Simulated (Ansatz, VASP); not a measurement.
**Rh: VASP beside Ansatz**

```
CELL_PARAMETERS angstrom
2.73700 0.00000 0.00000
-1.36850 2.37031 0.00000
0.00000 0.00000 8.89800
ATOMIC_POSITIONS crystal
Rh 0.00000 0.00000 0.00000
Rh 0.33333 0.66667 0.25000
Rh 0.00000 0.00000 0.50000
Rh 0.66667 0.33333 0.75000
```

Alike in both runs: task single point; functional LDA; k mesh 18 × 18 × 6; occupations gaussian, width 0.15 eV; no spin polarisation.

|  | VASP | Ansatz |
| --- | --- | --- |
| version | VASP 6.6.1 | Ansatz 0.2.0 |
| potentials or method | VASP PAW LDA potentials, release 64 (Rh_pv), cutoff 520 eV | scalar-relativistic, plane waves, PAW |
| valence electrons in the cell | 60 | 68 |

|  | VASP | Ansatz | Ansatz less VASP |
| --- | --- | --- | --- |
| gap on the k mesh at the Fermi level (eV) | none | none | - |
| pressure (GPa) | -21.0 | -21.7 | -0.64 |
| traceless stress, the component that is largest in VASP (GPa) | 0.47 | 0.46 | -0.003 |

Ansatz warns that its potentials were made for another functional, while VASP's fit it. LDA's correlation is that of Perdew and Zunger in VASP and of Perdew and Wang (1992) in Ansatz. A gap of «none» marks a metal or a gap that the smearing closes. VASP's potentials hold 60 valence electrons a cell and Ansatz's 68, so a difference there can come from the potentials and not from the codes.
